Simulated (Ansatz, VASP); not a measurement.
One calculation of C, two programs

```
CELL_PARAMETERS angstrom
2.61972 0.00000 0.00000
0.00000 2.61972 0.00000
0.00000 0.00000 2.61972
ATOMIC_POSITIONS crystal
C 0.00000 0.50000 0.50000
C 0.50000 0.00000 0.50000
C 0.50000 0.50000 0.00000
```

Alike in both runs: task single point; functional PBE-based screened hybrid with a share of 0.1 of exact exchange and HFSCREEN = 0.2; k mesh 5 × 5 × 5; occupations fermi-dirac, width 0.05 eV; no spin polarisation.

|  | VASP | Ansatz |
| --- | --- | --- |
| version | VASP 6.6.1 | Ansatz 0.2.0 |
| potentials or method | VASP PAW PBE potentials, release 64 (C) | Ansatz PAW |
| plane-wave cutoff (eV) | 520 | 420 |
| valence electrons in the cell | 12 | 12 |

VASP gave:

```
gap on the k mesh at the Fermi level (eV) : none
pressure (GPa)                            : 3.2
```

Estimate Ansatz's values.

gap on the k mesh at the Fermi level (eV): none; pressure (GPa): 3.3.

VASP's potentials were made for PBE, not for PBE-based screened hybrid. A gap of «none» marks a metal or a gap that the smearing closes.

The k mesh is coarse, so the values compare programs but aren't converged.
